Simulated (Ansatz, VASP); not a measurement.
**Two plane-wave programs on SrTiO3**

```xyz
5
Lattice="3.9177 0.0000 0.0000 0.0000 3.9177 0.0000 0.0000 0.0000 3.9177" Properties=species:S:1:pos:R:3 pbc="T T T"
Sr    0.0000    0.0000    0.0000
Ti    1.9589    1.9589    1.9589
O     1.9589    0.0000    1.9589
O     1.9589    1.9589    0.0000
O     0.0000    1.9589    1.9589
```

Alike in both runs: functional r2SCAN; k mesh 6 × 6 × 6; occupations gaussian, width 0.02 eV; no spin polarisation; Hubbard terms Ti d U = 4.0 eV.

Ansatz relaxed the structure, and its values are those at the end. VASP's run is a single point on that final structure, the one shown.

|  | VASP | Ansatz |
| --- | --- | --- |
| version | VASP 6.6.1 | Ansatz 0.2.0 |
| potentials or method | VASP PAW PBE potentials, release 64 (Sr_sv, Ti_sv, O), cutoff 520 eV | scalar-relativistic, plane waves, PAW |
| valence electrons in the cell | 40 | 40 |

|  | VASP | Ansatz | Ansatz less VASP |
| --- | --- | --- | --- |
| gap on the k mesh at the Fermi level (eV) | 2.84 | 2.78 | -0.054 |
| least direct gap on the mesh (eV) | 3.28 | 3.21 | -0.069 |
| pressure (GPa) | 3.2 | 0.0 | -3.12 |

VASP's potentials were made for PBE, not for r2SCAN. The programs project onto different local orbitals, so the same U acts differently, and such runs can settle in different states.
